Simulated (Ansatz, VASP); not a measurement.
**In: VASP beside Ansatz**

Contents of INCAR:

```
SYSTEM = In
PREC = Accurate ; ENCUT = 520
EDIFF = 1E-7 ; ISMEAR = -1
SIGMA = 0.08 ; LREAL = .False.
LASPH = .True. ; NELM = 60
ALGO = Normal ; ISIF = 2
LWAVE = .False. ; LCHARG = .False.
GGA = PE ; NBANDS = 12
```

KPOINTS

```
Automatic mesh
0
Gamma
  16 16 16
  0 0 0
```

POSCAR

```
In
1.0
   -1.7058620226      1.7058620226      1.7058620226
    1.7058620226     -1.7058620226      1.7058620226
    1.7058620226      1.7058620226     -1.7058620226
In
1
Direct
    0.0000000000      0.0000000000      0.0000000000
```

Input for Ansatz:

```yaml
crystal:
  lattice:
    - [-1.7058620226, 1.7058620226, 1.7058620226]
    - [1.7058620226, -1.7058620226, 1.7058620226]
    - [1.7058620226, 1.7058620226, -1.7058620226]
  atoms:
    - { symbol: In, position: [0.0, 0.0, 0.0] }
kpoints:
  mp_grid: { grid: [16, 16, 16] }
scf:
  occupations: { method: fermi_dirac, width: 0.08 }
hamiltonian:
  xc: pbe
  pseudopotentials: { kind: paw }
output:
  forces: true
  stress: true
  eigenvalues: true
```

Change from the starting cell: volume scaled by 0.713, to set the pressure.

Alike in both runs: task single point; functional PBE; k mesh 16 × 16 × 16; occupations fermi-dirac, width 0.08 eV; no spin polarisation.

|  | VASP | Ansatz |
| --- | --- | --- |
| version | VASP 6.6.1 | Ansatz 0.2.0 |
| potentials or method | VASP PAW PBE potentials, release 64 (In_d) | PAW with Ansatz's default frozen-core files, scalar-relativistic |
| plane-wave cutoff (eV) | 520 | 420 |
| valence electrons in the cell | 13 | 13 |

```tsv
	VASP	Ansatz	Ansatz less VASP
pressure (GPa)	27.7	27.7	-0.01
```
